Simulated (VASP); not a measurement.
# H18CO9 in VASP: notebook, part 2 of 2

VASP 6.6.1.

## (4) Single point, PBE+D3(BJ)

The input, INCAR:

```
ALGO = Normal
EDIFF = 1E-6
ENCUT = 520
GGA = PE
ISIF = 2
ISMEAR = -1
IVDW = 12
LASPH = True
LCHARG = True
LELF = True
LREAL = Auto
LVHAR = True
LWAVE = False
NBANDS = 58
NELM = 100
PREC = Accurate
SIGMA = 0.05
```

The input, KPOINTS:

```
k-points
0
Gamma
  1 1 1
```

The input, POSCAR:

```
H18CO9
1.0
    6.2213620000      0.0000000000      0.0000000000
    0.0000000000      6.2213620000      0.0000000000
    0.0000000000      0.0000000000      6.2213620000
O H C
9 18 1
Direct
    0.4770981017      0.7601550914      0.2846965021
    0.8987903292      1.0892791643      0.1328808708
    0.6245095527      1.0773203681      0.8491870430
    0.7661666368      0.6228378931      0.8679289197
    0.2295478064      0.4425879735      0.6283993762
    0.0241426234      0.5425178602      0.2241952807
    0.6385097025      0.2898722177      0.4492746122
    0.3555973756      0.2806780895      0.0919573560
    0.1279462600     -0.1286695743      0.8258320284
    0.5554732227      0.6739681761      0.1693841316
    0.5366349041      0.9001887368      0.2965910037
    0.9956501486      1.1713351514      0.2268152858
    1.0232003860      1.0396437307      0.0398305066
    0.5869775782      0.9220167545      0.8682343191
    0.7391307563      1.1187421661      0.9419480815
    0.8709668397      0.7468782559      0.8324865198
    0.8835203610      0.5682196278      0.9701091176
    0.0718813662      0.4238460967      0.5929087553
    0.2235362610      0.4062133018      0.7819509619
    0.1697216783      0.5002441588      0.2154512147
    0.0859779579      0.6673940529      0.2841499980
    0.5515833993      0.4080778453      0.4926573956
    0.6113130855      0.1859239183      0.5745687198
    0.4234121082      0.2307533302      0.2213984655
    0.4614905868      0.2706963523     -0.0208957460
    0.3573815509     -0.0854957484      0.6248631730
    0.0535413307     -0.1223526295      0.5286141523
    0.1946036897     -0.1288624581      0.6360504340
```

Potentials or basis: VASP PAW PBE potentials, release 64 (O, H, C).

Command:

```console
> cat potpaw_PBE.64/O/POTCAR potpaw_PBE.64/H/POTCAR potpaw_PBE.64/C/POTCAR > POTCAR
> mpirun -np 1 vasp_gam > vasp.out
```

OUTCAR:

```text
EDIFF = 1E-6
   ENCUT = 520
   GGA = PE
   ISIF = 2
   ISMEAR = -1
   IVDW = 12
   LASPH = True
   LREAL = Auto
   NELM = 100
   PREC = Accurate
 IVDW          = 12

 ion  position               nearest neighbor table
   1  0.477  0.760  0.285-  11 0.95  10 1.02
   2  0.899  0.089  0.133-  12 0.98  13 1.01
   3  0.625  0.077  0.849-  15 0.95  14 1.00
   4  0.766  0.623  0.868-  17 1.03  16 1.03
   5  0.230  0.443  0.628-  19 0.98  18 1.01
   6  0.024  0.543  0.224-  21 0.94  20 0.94
   7  0.639  0.290  0.449-  22 0.95  23 1.03
   8  0.356  0.281  0.092-  24 0.96  25 0.96
   9  0.128  0.871  0.826-  28 1.25
  10  0.555  0.674  0.169-   1 1.02
  11  0.537  0.900  0.297-   1 0.95
  12  0.996  0.171  0.227-   2 0.98
  13  0.023  0.040  0.040-   2 1.01
  14  0.587  0.922  0.868-   3 1.00
[... 11 lines left out ...]
  26  0.357  0.915  0.625-  28 1.05
  27  0.054  0.878  0.529-  28 1.10
  28  0.195  0.871  0.636-  26 1.05  27 1.10   9 1.25

  LATTYP: Found a simple cubic cell.
 ALAT       =     6.2213620000

  Lattice vectors:

 A1 = (   6.2213620000,   0.0000000000,   0.0000000000)
 A2 = (   0.0000000000,   6.2213620000,   0.0000000000)
 A3 = (   0.0000000000,   0.0000000000,   6.2213620000)

Analysis of symmetry for initial positions (statically):
=====================================================================
 Subroutine PRICEL returns:
 Original cell was already a primitive cell.

 Routine SETGRP: Setting up the symmetry group for a
 simple cubic supercell.

 Subroutine GETGRP returns: Found  1 space group operations
 (whereof  1 operations were pure point group operations)
 out of a pool of 48 trial point group operations.

The static configuration has the point symmetry C_1 .

Analysis of symmetry for dynamics (positions and initial velocities):
=====================================================================
 Subroutine PRICEL returns:
 Original cell was already a primitive cell.

 Routine SETGRP: Setting up the symmetry group for a
 simple cubic supercell.

 Subroutine GETGRP returns: Found  1 space group operations
 (whereof  1 operations were pure point group operations)
 out of a pool of 48 trial point group operations.

The dynamic configuration has the point symmetry C_1 .

 Subroutine INISYM returns: Found  1 space group operations
 (whereof  1 operations are pure point group operations),
 and found     1 'primitive' translations

----------------------------------------------------------------------------------------

                                     Primitive cell

  volume of cell :     240.8000

  direct lattice vectors                    reciprocal lattice vectors
     6.221362000  0.000000000  0.000000000     0.160736508  0.000000000  0.000000000
     0.000000000  6.221362000  0.000000000     0.000000000  0.160736508  0.000000000
     0.000000000  0.000000000  6.221362000     0.000000000  0.000000000  0.160736508

  length of vectors
     6.221362000  6.221362000  6.221362000     0.160736508  0.160736508  0.160736508

  position of ions in fractional coordinates (direct lattice)
     0.477098102  0.760155091  0.284696502
     0.898790329  0.089279164  0.132880871
     0.624509553  0.077320368  0.849187043
     0.766166637  0.622837893  0.867928920
     0.229547806  0.442587973  0.628399376
     0.024142623  0.542517860  0.224195281
[... 20 lines left out ...]
     0.053541331  0.877647371  0.528614152
     0.194603690  0.871137542  0.636050434

  ion indices of the primitive-cell ions
   primitive index   ion index
                 1           1
                 2           2
                 3           3
                 4           4
                 5           5
                 6           6
[... 20 lines left out ...]
                27          27
                28          28

----------------------------------------------------------------------------------------

 KPOINTS: k-points

Automatic generation of k-mesh.
 Grid dimensions read from file:
 generate k-points for:    1    1    1

 Generating k-lattice:

  Cartesian coordinates                     Fractional coordinates (reciprocal lattice)
     0.160736508  0.000000000  0.000000000     1.000000000  0.000000000  0.000000000
     0.000000000  0.160736508  0.000000000     0.000000000  1.000000000  0.000000000
     0.000000000  0.000000000  0.160736508     0.000000000  0.000000000  1.000000000

  Length of vectors
     0.160736508  0.160736508  0.160736508

  Shift w.r.t. Gamma in fractional coordinates (k-lattice)
     0.000000000  0.000000000  0.000000000

 Subroutine IBZKPT returns following result:
 ===========================================

 Found      1 irreducible k-points:

 Following reciprocal coordinates:
            Coordinates               Weight
  0.000000  0.000000  0.000000      1.000000
   k-points           NKPTS =      1   k-points in BZ     NKDIM =      1   number of bands    NBANDS=     58
   number of dos      NEDOS =    301   number of ions     NIONS =     28
   total plane-waves  NPLWV = 110592
   dimension x,y,z NGX =    48 NGY =   48 NGZ =   48
   dimension x,y,z NGXF=    96 NGYF=   96 NGZF=   96
   ions per type =               9  18   1
   NGX,Y,Z   is equivalent  to a cutoff of  12.83, 12.83, 12.83 a.u.
   NGXF,Y,Z  is equivalent  to a cutoff of  25.65, 25.65, 25.65 a.u.
 SYSTEM =  unknown system
   PREC   = accura    normal or accurate (medium, high low for compatibility)
   ISTART =      0    job   : 0-new  1-cont  2-samecut
   ICHARG =      2    charge: 1-file 2-atom 10-const
   ISPIN  =      1    spin polarized calculation?
   LNONCOLLINEAR =      F non collinear calculations
   LSORBIT =      F    spin-orbit coupling
   LASPH  =      T    aspherical Exc in radial PAW
   ENCUT  =  520.0 eV  38.22 Ry    6.18 a.u.  11.57 11.57 11.57*2*pi/ulx,y,z
   NELM   =    100;   NELMIN=  2; NELMDL= -5     # of ELM steps
   EDIFF  = 0.1E-05   stopping-criterion for ELM
   LREAL  =      T    real-space projection
   EDIFFG = 0.1E-04   stopping-criterion for IOM
   NSW    =      0    number of steps for IOM
   IBRION =     -1    ionic relax: 0-MD 1-quasi-New 2-CG
   NFREE  =      0    steps in history (QN), initial steepest desc. (CG)
   ISIF   =      2    stress and relaxation
   ISYM   =      2    0-nonsym 1-usesym 2-fastsym
   POTIM  = 0.5000    time-step for ionic-motion
   TEBEG  =    0.0;   TEEND  =   0.0 temperature during run
   PSTRESS=    0.0 pullay stress
   NELECT =      76.0000    total number of electrons
   NUPDOWN=      -1.0000    fix difference up-down
   EMIN   =  10.00;   EMAX   =-10.00  energy-range for DOS
   EFERMI =   0.00;   METHOD = LEGACY
   ISMEAR =    -1;   SIGMA  =   0.05  broadening in eV -4-tet -1-fermi 0-gaus
   EFERMI_NEDOS =   21; number of points for ismear=-14 and -15
   IALGO  =     38    algorithm
   IMIX   =      4    mixing-type and parameters
     AMIX     =   0.40;   BMIX     =  1.00
     AMIX_MAG =   1.60;   BMIX_MAG =  1.00
  volume/ion in A,a.u.               =       8.60        58.04
  Fermi-wavevector in a.u.,A,eV,Ry     =   1.114621  2.106328 16.903606  1.242380
  Thomas-Fermi vector in A             =   2.251218
   LORBIT       =      0    0 simple, 1 ext, 2 COOP (PROOUT), +10 PAW based schemes
   GGA     = PE    functional components
   LHFCALC =     F    Hartree Fock is set to
   AEXX    =    0.0000 exact exchange contribution
   IVDW    =    12    specifies the selected vdW correction
   LEPSILON=     F    determine dielectric tensor
   LRPA    =     F    only Hartree local field effects (RPA)
 non-spin polarized calculation
  energy-cutoff  :      520.00
  volume of cell :      240.80
 maximum number of plane-waves:      3226
 NGX is ok and might be reduce to    48
   NGX = 23   NGY = 23   NGZ = 23

 number of electron      75.9999998 magnetization

 Free energy of the ion-electron system (eV)
  ---------------------------------------------------
  ext. energy  EPLUGINS =         0.00000000
  ---------------------------------------------------
  free energy    TOTEN  =      -136.43581643 eV

  energy without entropy =     -136.43581643  energy(sigma->0) =     -136.43581643

 E-fermi :  -1.4694     XC(G=0):  -7.6516

 val. band max:       -2.6910569933   @ k =   0.0000   0.0000   0.0000
 cond. band min:       0.7856937452   @ k =   0.0000   0.0000   0.0000
 fundamental gap:      3.4767507385
 Fermi energy:        -1.4694359491

 k-point     1 :       0.0000    0.0000    0.0000
  band No.  band energies     occupation
      1     -22.9270      2.00000
      2     -22.2490      2.00000
      3     -21.8629      2.00000
      4     -21.6119      2.00000
      5     -21.2670      2.00000
      6     -21.0486      2.00000
[... 42 lines left out ...]
     49       7.4999      0.00000
     50       7.7758      0.00000
 [bands above 50 left out]

------------------------ aborting loop because EDIFF is reached ----------------------------------------

 Edisp (eV)   -1.21439

 E8    (eV) :    -0.2569

  FORCE on cell =-STRESS in cart. coord.  units (eV):
  Direction    XX          YY          ZZ          XY          YZ          ZX
  --------------------------------------------------------------------------------------
  -------------------------------------------------------------------------------------
  Total       1.61526     2.88526     3.46043    -3.07408     2.11220     0.53314
  in kB      10.74723    19.19725    23.02419   -20.45360    14.05364     3.54727
  external pressure =       17.66 kB  Pullay stress =        0.00 kB

 VOLUME and BASIS-vectors are now :
 -----------------------------------------------------------------------------
  energy-cutoff  :      520.00
  volume of cell :      240.80
      direct lattice vectors                 reciprocal lattice vectors
     6.221362000  0.000000000  0.000000000     0.160736508  0.000000000  0.000000000
     0.000000000  6.221362000  0.000000000     0.000000000  0.160736508  0.000000000
     0.000000000  0.000000000  6.221362000     0.000000000  0.000000000  0.160736508

 POSITION                                       TOTAL-FORCE (eV/Angst)
 -----------------------------------------------------------------------------------
      2.96820      4.72920      1.77120        -0.203601     -2.222924     -0.949633
      5.59170      0.55544      0.82670         2.838787     -0.366006     -0.052080
      3.88530      0.48104      5.28310        -2.296521     -1.396598     -2.591686
      4.76660      3.87490      5.39970         2.594586      0.932090      0.539047
      1.42810      2.75350      3.90950        -1.825737     -0.514188      0.191011
      0.15020      3.37520      1.39480        -1.059279     -0.148706      0.029524
[... 20 lines left out ...]
      0.33310      5.46016      3.28870         0.856648     -0.354514     -1.290898
      1.21070      5.41966      3.95710        -2.918539      0.813449      2.940246
 -----------------------------------------------------------------------------------
    total drift:                                0.002418     -0.002039      0.006046

  FREE ENERGIE OF THE ION-ELECTRON SYSTEM (eV)
  ---------------------------------------------------
  free  energy   TOTEN  =      -137.6502034873 eV

  energy  without entropy=     -137.6502034872  energy(sigma->0) =     -137.65020349
```

Run time: 24 s. Hardware: 1 thread of AMD EPYC 7R13 (Zen 3), shared host; peak memory 0.31 GiB.

What came out:

```
Free energy                : -137.6502 eV
Pressure                   : 1.8 GPa
Largest force              : 4.222 eV/Å
Dispersion energy per atom : -0.043 eV
```

Forces in eV/Å, atoms in the order of the input:
```
O   -0.204 -2.223 -0.950
O    2.839 -0.366 -0.052
O   -2.297 -1.397 -2.592
O    2.595  0.932  0.539
O   -1.826 -0.514  0.191
O   -1.059 -0.149  0.030
O    0.080 -2.364  0.828
O   -1.787  0.928 -0.113
O    0.303 -0.330 -0.268
H   -0.490  1.308  1.097
H    0.903  0.867 -0.346
H   -1.028  0.568  0.266
H   -1.175 -0.273  0.239
H    0.662  1.174  0.331
H    1.380  0.031  1.372
H   -1.330 -0.725 -0.180
H   -1.518 -0.273  0.004
H    1.242  0.318 -0.170
H    0.407  0.175 -0.027
H    2.064 -2.604 -1.307
H   -0.797  2.798  0.955
H   -0.630  1.201  0.281
H    0.648  1.052 -0.865
H    0.901  0.001  0.763
H    0.578 -0.602 -0.328
H    1.598  0.006 -1.349
H    0.857 -0.355 -1.291
C   -2.919  0.813  2.940
```

Caveat: the k points lie up to 1.01 Å⁻¹ apart; the atoms stand as in a frame of molecular dynamics.

## (5) The runs side by side

| cell | pressure (GPa) | largest force (eV/Å) |
| --- | --- | --- |
| as given, atomic positions A | 0.7 | 7.53 |
| as given, atomic positions B | -3.0 | 5.18 |
| as given, atomic positions C | 1.8 | 4.22 |

Alike in all rows: task single point; level PBE+D3(BJ); potentials or basis VASP PAW PBE potentials, release 64 (O, H, C); no spin polarisation; k mesh 1 × 1 × 1; cutoff (eV) 520; smearing fermi-dirac 0.05 eV.

Caveats: all runs use coarse meshes; the atoms stand as in a frame of molecular dynamics.

Absolute energies hang on the potentials; compare differences alone.
